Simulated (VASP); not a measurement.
Runs of VASP 6.6.1 on WS2. The structure is that of space group P4/mmm (No. 123), or close to it. The cells are those of the table. 

```csv
cell,gap on the mesh (eV),pressure (GPa),largest force (eV/Å)
"a = 3.337, b = 3.337, c = 10.538 Å, 3 atoms",none,-5.3,4.47
"a = 3.429, b = 3.429, c = 10.829 Å, 3 atoms",none,(b),2.28
"a = 3.383, b = 3.383, c = 10.685 Å, 3 atoms",none,-5.9,3.30
"a = 3.360, b = 3.360, c = 10.612 Å, 3 atoms",none,-5.6,3.87
"a = 3.406, b = 3.406, c = 10.757 Å, 3 atoms",none,(a),(c)
"a = 3.451, b = 3.451, c = 10.899 Å, 3 atoms",none,-6.5,1.82
"a = 3.473, b = 3.473, c = 10.968 Å, 3 atoms",none,-6.7,1.40
```

Alike in all rows: task single point; level PBE; potentials or basis VASP PAW PBE potentials, release 64 (W_sv, S); no spin polarisation; k mesh 8 × 8 × 3; cutoff (eV) 520; smearing fermi-dirac 0.05 eV.

Q: Fill in the values left out.

A: (a) -6.2; (b) -6.4; (c) 2.77.

Caveats: spin-orbit coupling is left out, which moves the levels of the heavy elements; forces of over 1 eV/Å act on the atoms, so gaps and moduli don't describe the material at rest.

A k mesh can miss the band edges, and the runs leave out spin-orbit coupling on W.

A gap of «none» marks levels without a gap at the run's occupations.
